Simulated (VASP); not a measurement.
Fe: single point with r2SCAN

Fe:

```
Fe
1.0
    -1.44300    1.44300    1.44300
     2.88600   -2.88600    2.88600
     1.44300    1.44300   -1.44300
Fe
2
Cartesian
  0.0000 0.0000 0.0000
  1.4430 -1.4430 1.4430
```

```yaml
Program: VASP 6.6.1
Task: single point
Functional: r2SCAN
Potentials_or_basis: VASP PAW PBE potentials, release 64 (Fe)
Cutoff: 660 eV
k_mesh: 14 × 14 × 14
Occupations: fermi-dirac, width 0.3 eV
Spin: no spin polarisation
```

```json
{
 "Pressure": "-27.9 GPa",
 "Band gap on the k mesh": "zero (bands 8 and 9 overlap by 1.55 eV)"
}
```

Levels at points of the mesh, in eV from the Fermi level:
| k point | band 4 | band 5 | band 6 | band 7 | band 8 | band 9 | band 10 | band 11 | band 12 | band 13 |
| --- | --- | --- | --- | --- | --- | --- | --- | --- | --- | --- |
| (0.00, 0.00, 0.00) | -1.56 | -1.56 | -1.56 | -0.01 | 0.05 | 0.05 | 0.25 | 0.37 | 1.09 | 7.61 |
| (0.50, 0.00, 0.00) | -2.67 | -0.01 | -0.01 | 0.25 | 0.25 | 0.37 | 0.37 | 1.09 | 1.09 | 7.61 |
| (0.00, 0.50, 0.00) | -2.13 | -1.75 | -1.75 | -0.35 | -0.35 | -0.20 | -0.20 | 0.12 | 0.12 | 15.95 |
| (0.50, 0.50, 0.00) | -2.61 | -2.13 | -2.13 | -0.14 | -0.14 | 0.33 | 0.33 | 2.72 | 2.72 | 11.15 |
| (0.50, 0.00, 0.50) | -2.67 | -0.01 | 0.25 | 0.37 | 0.83 | 0.83 | 0.83 | 1.09 | 7.61 | 10.03 |
| (0.50, 0.50, 0.50) | -2.88 | -1.22 | -1.22 | -0.55 | -0.55 | 0.96 | 0.96 | 5.34 | 5.34 | 8.09 |

It took 21 min on 1 thread of Oxide Virtual Turin-like Processor, on a shared host, peak memory 0.3 GiB.

Caveat: the cell stands under tension; so wide a smearing shifts energies and pressures; the PAW data sets were made with another functional, which shifts forces and pressure a little; the run has no spin polarisation, though such a crystal can be magnetic. Spin polarisation is off, so any magnetic state and its effect on volume and gap are missing.
